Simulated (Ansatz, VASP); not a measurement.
# MnSn3: VASP beside Ansatz

```xyz
4
Lattice="0.0000 3.6684 3.6684 3.6684 0.0000 3.6684 3.6684 3.6684 0.0000" Properties=species:S:1:pos:R:3 pbc="T T T"
Sn    1.8342    1.8342    1.8342
Sn    5.5027    5.5027    5.5027
Sn    3.6684    3.6684    3.6684
Mn    0.0000    0.0000    0.0000
```

Alike in both runs: task single point; functional PBE; k mesh 10 × 10 × 10; occupations gaussian, width 0.1 eV; collinear spin.

|  | VASP | Ansatz |
| --- | --- | --- |
| version | VASP 6.6.1 | Ansatz 0.2.0 |
| potentials or method | VASP PAW PBE potentials, release 64 (Sn_d, Mn_pv), cutoff 520 eV | scalar-relativistic, plane waves, PAW |
| valence electrons in the cell | 55 | 57 |

VASP gave:

```
gap on the k mesh at the Fermi level (eV)                     : none
pressure (GPa)                                                : -4.0
net moment per atom (μB)                                      : 0.11
size of the moment on the site where the two differ most (μB) : 0.60
```

**Question.** Which values does Ansatz return?

**Answer.** gap on the k mesh at the Fermi level (eV): none; pressure (GPa): 0.0; net moment per atom (μB): 0.99; size of the moment on the site where the two differ most (μB): 4.13.

The net moments are unlike, so the other rows may belong to different states. Site moments also hang on the region over which each program counts them. A gap of «none» marks a metal or a gap that the smearing closes. VASP's potentials hold 55 valence electrons a cell and Ansatz's 57, so a difference there can come from the potentials and not from the codes.
